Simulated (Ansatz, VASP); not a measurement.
Si3As2 in VASP and in Ansatz

```xyz
5
Lattice="1.7597 1.0160 8.1570 -1.7597 1.0160 8.1570 0.0000 -2.0319 8.1570" Properties=species:S:1:pos:R:3 pbc="T T T"
Si    0.0000    0.0000    0.0000
Si    0.0000    0.0000    5.1267
Si    0.0000    0.0000   19.3444
As    0.0000    0.0000    9.7885
As    0.0000    0.0000   14.6827
```

Alike in both runs: task single point; functional PBE; k mesh 6 × 6 × 6; occupations gaussian, width 0.1 eV; no spin polarisation.

|  | VASP | Ansatz |
| --- | --- | --- |
| version | VASP 6.6.1 | Ansatz 0.2.0 |
| potentials or method | VASP PAW PBE potentials, release 64 (Si, As), cutoff 520 eV | scalar-relativistic, plane waves, PAW |
| valence electrons in the cell | 22 | 42 |

Ansatz gave:

| Property | Result |
| --- | --- |
| gap on the k mesh at the Fermi level (eV) | none |
| pressure (GPa) | 4.9 |
| traceless stress, the component that is largest in VASP (GPa) | -7.55 |
| rms of the force components (eV/Å) | 0.366 |

Task: Estimate VASP's values.

Result: gap on the k mesh at the Fermi level (eV): none; pressure (GPa): 5.1; traceless stress, the component that is largest in VASP (GPa): -7.55; rms of the force components (eV/Å): 0.374.

Atom by atom the forces differ by 0.009 eV/Å (rms over components). A gap of «none» marks a metal or a gap that the smearing closes. The functional is the same, so the differences come from potentials, cutoffs and numerics. VASP's potentials hold 22 valence electrons a cell and Ansatz's 42, so a difference there can come from the potentials and not from the codes.
